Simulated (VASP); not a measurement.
## ZrS2: relaxation of cell and atoms with r2SCAN

The system is ZrS2.

```
Zr S
1.0
     3.69138    0.00000    0.00000
    -1.84569    3.19683    0.00000
     0.00000    0.00000    6.04108
Zr S
1 2
Direct
  0.00000 0.00000 0.00000
  0.66667 0.33333 0.76209
  0.33333 0.66667 0.23791
```

```
Program                : VASP 6.6.1
Task                   : relaxation of cell and atoms
Functional             : r2SCAN
Potentials or basis    : VASP PAW PBE potentials, release 64 (Zr_sv, S)
Cutoff                 : 550 eV
k mesh                 : 12 × 12 × 6
Occupations            : gaussian, width 0.02 eV
Spin                   : no spin polarisation
Dipole correction      : no
Further INCAR settings : ALGO = Normal; EDIFF = 1e-07; IBRION = 2; EDIFFG = -0.005; NSW = 100; ISIF = 3
```

* Relaxed volume: 23.92 Å³/atom
* Relaxed cell: a = 3.689 Å, b = 3.689 Å, c = 6.087 Å, α = 90.00°, β = 90.00°, γ = 120.00°
* Space group after relaxing (to 0.1 Å): P-3m1 (No. 164)
* Energy gained by relaxing: 0.1 meV/atom
* Ionic steps: 16
* Pressure after relaxing: 0.0 GPa
* Largest force after relaxing: 0.005 eV/Å
* Band gap on the k mesh: 1.37 eV (least direct gap 2.00 eV)

Forces on the atoms (eV/Å):
```
Zr   0.000  0.000  0.000
S    0.000  0.000  0.005
S    0.000  0.000 -0.005
```

The path:
| step | energy change (eV) | largest force (eV/Å) | pressure (GPa) | volume (Å³) |
| --- | --- | --- | --- | --- |
| 1 | 0.0000 | 0.0166 | -0.04 | 71.29 |
| 2 | 0.0000 | 0.0005 | 0.10 | 71.22 |
| 3 | 0.0000 | 0.0022 | 0.09 | 71.23 |
| 4 | -0.0001 | 0.0064 | 0.07 | 71.27 |
| 5 | -0.0001 | 0.0191 | 0.04 | 71.38 |
| 6 | -0.0002 | 0.0196 | 0.00 | 71.46 |
| 7 | -0.0003 | 0.0211 | -0.10 | 71.66 |
| 8 | -0.0003 | 0.0152 | -0.08 | 71.67 |
| 9 | -0.0003 | 0.0063 | -0.04 | 71.69 |
| 10 | -0.0003 | 0.0113 | 0.03 | 71.73 |
| 11 | -0.0003 | 0.0030 | 0.00 | 71.71 |
| 12 | -0.0003 | 0.0029 | 0.00 | 71.71 |
| 13 | -0.0003 | 0.0025 | 0.02 | 71.71 |
| 14 | -0.0003 | 0.0016 | 0.05 | 71.72 |
| 15 | -0.0003 | 0.0020 | 0.04 | 71.72 |
| 16 | -0.0003 | 0.0049 | 0.00 | 71.75 |

Final structure:
```cif
data_structure
_symmetry_space_group_name_H-M 'P 1'
_symmetry_Int_Tables_number 1
_cell_length_a 3.6895
_cell_length_b 3.6895
_cell_length_c 6.0866
_cell_angle_alpha 90.000
_cell_angle_beta 90.000
_cell_angle_gamma 120.000
_cell_volume 71.75
loop_
_atom_site_label
_atom_site_type_symbol
_atom_site_fract_x
_atom_site_fract_y
_atom_site_fract_z
_atom_site_occupancy
Zr1 Zr 0.00000 0.00000 0.00000 1
S1 S 0.66667 0.33333 0.76378 1
S2 S 0.33333 0.66667 0.23622 1
```

Levels at points of the mesh, in eV from the valence-band top:
```csv
k point,band 9,band 10,band 11,band 12,band 13,band 14,band 15,band 16
"(0.00, 0.00, 0.00)",-2.85,-0.08,-0.08,-0.06,1.94,1.94,2.83,5.39
"(0.50, 0.00, 0.00)",-2.52,-2.35,-1.65,-1.18,1.53,3.65,3.94,6.06
"(0.00, 0.00, 0.50)",-2.82,-1.55,-0.17,-0.17,1.92,1.92,3.18,5.66
"(0.50, 0.00, 0.50)",-2.63,-2.23,-1.00,-0.82,1.37,3.64,3.94,5.69
```

Run time: 62 min on 1 thread of Intel(R) Xeon(R) 6975P-C (Granite Rapids) (shared host), peak memory 0.31 GiB.

Caveat: the PAW data sets were made with another functional, which shifts forces and pressure a little. A k mesh can miss the band edges.
